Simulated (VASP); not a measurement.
Wanted: the native input for a VASP 6.6.1 run.

```yaml
Task: single point
Functional: PBE
Potentials_or_basis: VASP PAW PBE potentials, release 64 (Ca_sv, Se)
Cutoff: 520 eV
k_mesh: 6 × 6 × 2
Occupations: gaussian, width 0.01 eV
Spin: no spin polarisation
Dipole_correction: no
Further_INCAR_settings: ALGO = Normal; EDIFF = 1e-07; NBANDS = 24
```

The structure of CaSe lies in POSCAR:

```
CaSe
1.0
    4.1316821748      0.0000000000      0.0000000000
   -2.0658410874      3.5781417237      0.0000000000
    0.0000000000      0.0000000000      7.1625032124
Ca Se
2 2
Direct
    0.0000000000      0.0000000000      0.0000000000
    0.0000000000      0.0000000000      0.5000000000
    0.3333333333      0.6666666667      0.2500000000
    0.6666666667      0.3333333333      0.7500000000
```

The input as run:

INCAR

```
SYSTEM = CaSe
PREC = Accurate
ENCUT = 520
EDIFF = 1E-7
ISMEAR = 0
SIGMA = 0.01
LREAL = .FALSE.
LASPH = .TRUE.
NELM = 100
ALGO = Normal
ISIF = 2
LWAVE = .FALSE.
LCHARG = .TRUE.
GGA = PE
LELF = .TRUE.
LVHAR = .TRUE.
NBANDS = 24
```

KPOINTS

```
Automatic mesh
0
G
  6 6 2
  0 0 0
```

Potentials or basis: VASP PAW PBE potentials, release 64 (Ca_sv, Se).

Run with:

```sh
$ cat potpaw_PBE.64/Ca_sv/POTCAR potpaw_PBE.64/Se/POTCAR > POTCAR
$ mpirun -np 1 vasp_std > vasp.out
```

Results of the run:

```
Pressure               : 0.8 GPa
Band gap on the k mesh : 2.19 eV, indirect (least direct gap 2.43 eV)
```

Caveat: the k points lie up to 0.44 Å⁻¹ apart.

It took 100 s on 1 thread of AMD EPYC 7R13, with other jobs on the host, peak memory 0.2 GiB.
